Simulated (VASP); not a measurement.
Wanted: the native input for a VASP 6.6.1 run.

```
Task                   : single point
Functional             : PBEsol
Dispersion             : D3(BJ)
Potentials or basis    : VASP PAW PBE potentials, release 64 (Fe, Co)
Cutoff                 : 600 eV
k mesh                 : 3 × 3 × 4
Occupations            : fermi-dirac, width 0.15 eV
Spin                   : collinear spin, ferromagnetic start
Starting moments       : [3.5, 3.5, 3.5, 2.5] μB
Dipole correction      : no
Further INCAR settings : ALGO = Normal; EDIFF = 1e-06; NBANDS = 28
```

The structure of Fe3Co lies in POSCAR:

```
Fe3Co
1.0
    4.0235790000      0.0000000000      0.0000000000
    0.0000000000      4.0235790000      0.0000000000
    0.0000000000      0.0000000000      2.8277050000
Fe Co
3 1
Direct
    0.5000000000      0.5000000000      0.0000000000
    0.5000000000      0.0000000000      0.5000000000
    0.0000000000      0.5000000000      0.5000000000
    0.0000000000      0.0000000000      0.0000000000
```

One way to write it, as run:

INCAR

```
  ALGO = Normal
  EDIFF = 1E-6
  ENCUT = 600
  GGA = PS
  GGA_COMPAT = False
  ISIF = 2
  ISMEAR = -1
  ISPIN = 2
  IVDW = 12
  LASPH = True
  LCHARG = True
  LELF = True
  LMAXMIX = 4
  LORBIT = 11
  LREAL = False
  LVHAR = True
  LWAVE = False
  MAGMOM = 3.5 3.5 3.5 2.5
  NBANDS = 28
  NELM = 200
  PREC = Accurate
  SIGMA = 0.15
```

KPOINTS

```
k-points
0
Gamma
  3 3 4
```

Potentials or basis: VASP PAW PBE potentials, release 64 (Fe, Co).

Command:

```sh
$ cat potpaw_PBE.64/Fe/POTCAR potpaw_PBE.64/Co/POTCAR > POTCAR
$ mpirun -np 1 vasp_std > vasp.out
```

It gave:

* Pressure: -14.3 GPa
* Net moment: 8.85 μB per cell
* Site moments: Fe +2.21, +2.48 (each value once); Co +1.68 μB
* Valence electrons inside the program's atomic spheres: Fe 7.27, 7.21 (each value once); Co 8.24
* Dispersion energy per atom: -0.337 eV

Caveat: the k points lie up to 0.56 Å⁻¹ apart; the PAW data sets were made with another functional, which shifts forces and pressure a little.

Wall time 32 s on 1 thread of AMD EPYC 7R13 Processor (Zen 3), on a shared host, peak memory 0.17 GiB.
